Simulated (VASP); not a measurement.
Here is a VASP 6.6.1 calculation.

The input INCAR:

```
  ALGO = Normal
  EDIFF = 1E-7
  EDIFFG = -0.04
  ENCUT = 600
  GGA = PE
  IBRION = 2
  ISIF = 3
  ISMEAR = 0
  LASPH = T
  LCHARG = F
  LREAL = F
  LWAVE = F
  NELM = 100
  NSW = 90
  PREC = Accurate
  SIGMA = 0.1
```

KPOINTS

```
k-points
0
Gamma
  6 6 6
```

POSCAR

```
RuPt2
1.0
    0.0000000000      2.7627207600      2.7627207600
    2.7627207600      0.0000000000      2.7627207600
    2.7627207600      2.7627207600      0.0000000000
Ru Pt
1 2
Direct
    0.0000000000      0.0000000000      0.0000000000
    0.2500000000      0.2500000000      0.2500000000
    0.5000000000      0.5000000000      0.5000000000
```

Potentials or basis: VASP PAW PBE potentials, release 64 (Ru_pv, Pt).

The run is started by

```console
$ cat potpaw_PBE.64/Ru_pv/POTCAR potpaw_PBE.64/Pt/POTCAR > POTCAR
$ mpirun -np 1 vasp_std > vasp.out
```

Estimate the relaxed cell.

a = 4.228 Å, b = 4.228 Å, c = 4.228 Å, α = 60.00°, β = 60.00°, γ = 60.00°.

Predict the band gap on the k mesh.

zero (band 17 reaches 9.29 eV, above the bottom of band 18 at 8.82 eV).

What does it give for the space group after relaxing (to 0.05 Å)?

F-43m (No. 216).

What does it give for the relaxed volume?

17.81 Å³/atom.

Final structure:
```yaml
crystal:
  lattice:
    - [0.00000, 2.98948, 2.98948]
    - [2.98948, 0.00000, 2.98948]
    - [2.98948, 2.98948, 0.00000]
  atoms:
    - { symbol: Ru, position: [0.00000, 0.00000, 0.00000] }
    - { symbol: Pt, position: [0.25000, 0.25000, 0.25000] }
    - { symbol: Pt, position: [0.50000, 0.50000, 0.50000] }
```

Caveat: the volume moved by over 15 % at a fixed basis, so the end points are rough; spin-orbit coupling is left out, which moves the levels of the heavy elements.
